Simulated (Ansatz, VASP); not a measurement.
One calculation of Pb, two programs

```
Pb
1.0
     0.00000    3.57018    3.57018
     3.57018    0.00000    3.57018
     3.57018    3.57018    0.00000
Pb
2
Cartesian
  0.8925 0.8925 0.8925
  6.2478 6.2478 6.2478
```

Alike in both runs: task single point; functional BLYP; k mesh 9 × 9 × 9; occupations fermi-dirac, width 0.1 eV; no spin polarisation.

|  | VASP | Ansatz |
| --- | --- | --- |
| version | VASP 6.6.1 | Ansatz 0.2.0 |
| potentials or method | VASP PAW PBE potentials, release 64 (Pb_d), cutoff 520 eV | plane waves (420 eV) with PAW, scalar-relativistic |
| valence electrons in the cell | 28 | 28 |

|  | VASP | Ansatz | Ansatz less VASP |
| --- | --- | --- | --- |
| pressure (GPa) | 1.0 | 1.0 | -0.03 |

VASP's potentials were made for PBE, not for BLYP. With one functional, cell and mesh, what is left measures potentials, basis and numerics.

Neither program's run includes spin-orbit coupling.
